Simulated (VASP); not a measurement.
# ScAl3: single point with PBE

The system is ScAl3.

```
Sc Al
1.0
     4.08781    0.00000    0.00000
     0.00000    4.08781    0.00000
     0.00000    0.00000    4.08781
Sc Al
1 3
Cartesian
  0.0000 0.0000 0.0000
  2.0439 0.0000 2.0439
  0.0000 2.0439 2.0439
  2.0439 2.0439 0.0000
```

| Item | Value |
| --- | --- |
| Program | VASP 6.6.1 |
| Task | single point |
| Functional | PBE |
| Potentials or basis | VASP PAW PBE potentials, release 64 (Sc_sv, Al) |
| Cutoff | 520 eV |
| k mesh | 5 × 5 × 5 |
| Occupations | fermi-dirac, width 0.1 eV |
| Spin | no spin polarisation |
| Dipole correction | no |
| Further INCAR settings | ALGO = Normal; EDIFF = 1e-07; NBANDS = 18 |

```yaml
Pressure: 1.1 GPa
Band_gap_on_the_k_mesh: zero (band 10 reaches 8.07 eV, above the bottom of band 11 at 5.01 eV)
```

Levels at points of the mesh, in eV from the Fermi level:
```
           k point  band 8  band 9  band 10  band 11  band 12  band 13
(0.00, 0.00, 0.00)   -1.88   -1.88    -1.88     1.21     1.21     1.21
```

Wall time 25 s on 1 thread of Intel Xeon 8259CL (shared host), peak memory 0.16 GiB.
